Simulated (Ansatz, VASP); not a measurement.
# Re in VASP and in Ansatz

```
CELL_PARAMETERS angstrom
4.37948 0.00000 0.00000
-2.18974 3.79274 0.00000
0.00000 0.00000 2.74461
ATOMIC_POSITIONS crystal
Re 0.66667 0.33333 0.00000
Re 0.33333 0.66667 0.00000
Re 0.00000 0.00000 0.50000
```

Alike in both runs: functional PBE; k mesh 12 × 12 × 16; occupations gaussian, width 0.1 eV; no spin polarisation.

Ansatz relaxed the structure, and its values are those at the end. VASP's run is a single point on that final structure, the one shown.

```csv
,VASP,Ansatz
version,VASP 6.6.1,Ansatz 0.2.0
potentials or method,"VASP PAW PBE potentials, release 64 (Re_sv_GW), cutoff 560 eV","scalar-relativistic, plane waves, PAW"
valence electrons in the cell,45,45
```

|  | VASP | Ansatz | Ansatz less VASP |
| --- | --- | --- | --- |
| gap on the k mesh at the Fermi level (eV) | none | none | - |
| pressure (GPa) | -1.5 | 0.0 | +1.47 |

A gap of «none» marks a metal or a gap that the smearing closes. With one functional, cell and mesh, what is left measures potentials, basis and numerics.

Neither program's run includes spin-orbit coupling.
